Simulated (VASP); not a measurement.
Os: electric field gradients with r2SCAN

Crystal: Os.

```
CELL_PARAMETERS angstrom
2.73410 0.00000 0.00000
-1.36705 2.36780 0.00000
0.00000 0.00000 4.31970
ATOMIC_POSITIONS crystal
Os 0.19333 0.59667 0.14500
Os 0.80667 0.40333 0.85500
```

This cell differs from its parent crystal: shortest bond scaled by 0.58.

```yaml
Program: VASP 6.6.1
Task: electric field gradients
Functional: r2SCAN
Potentials_or_basis: VASP PAW PBE potentials, release 64 (Os)
Cutoff: 520 eV
k_mesh: 13 × 13 × 7
Occupations: fermi-dirac, width 0.05 eV
Spin: no spin polarisation
Dipole_correction: no
Further_INCAR_settings: ALGO = Normal; EDIFF = 1e-08; NBANDS = 15
```

| Quantity | Value |
| --- | --- |
| Pressure | 279.7 GPa |
| Largest force | 62.998 eV/Å |
| Band gap on the k mesh | zero (band 8 reaches 10.96 eV, above the bottom of band 9 at 8.45 eV) |

Forces in eV/Å, atoms in the order of the input:
```
Os   27.410  15.825  54.470
Os  -27.410 -15.825 -54.470
```

Stress tensor (GPa, compression positive):
```
296.61 117.55 193.18
117.55 160.88 111.53
193.18 111.53 381.47
```

Levels at points of the mesh, in eV from the Fermi level:
| k point | band 4 | band 5 | band 6 | band 7 | band 8 | band 9 | band 10 | band 11 | band 12 | band 13 |
| --- | --- | --- | --- | --- | --- | --- | --- | --- | --- | --- |
| (0.00, 0.00, 0.00) | -8.54 | -8.10 | -5.46 | -5.26 | 0.39 | 1.14 | 1.56 | 4.62 | 6.37 | 8.33 |

Electric field gradients, principal values (V/Å²):
| atom | least | middle | greatest (by size) |
| --- | --- | --- | --- |
| 1 Os | -478.238 | -559.267 | 1037.504 |
| 2 Os | -478.238 | -559.267 | 1037.504 |

Wall time 6.3 min on 1 thread of AMD EPYC 7R13 Processor (Zen 3), on a shared host, peak memory 0.21 GiB.

Caveat: the cell differs from its parent crystal (shortest bond scaled by 0.58); without QUAD_EFG the Cq values of the log hold for a quadrupole moment of 1 mb, not for the nuclei; the PAW data sets were made with another functional, which shifts forces and pressure a little; spin-orbit coupling is left out, which moves the levels of the heavy elements.
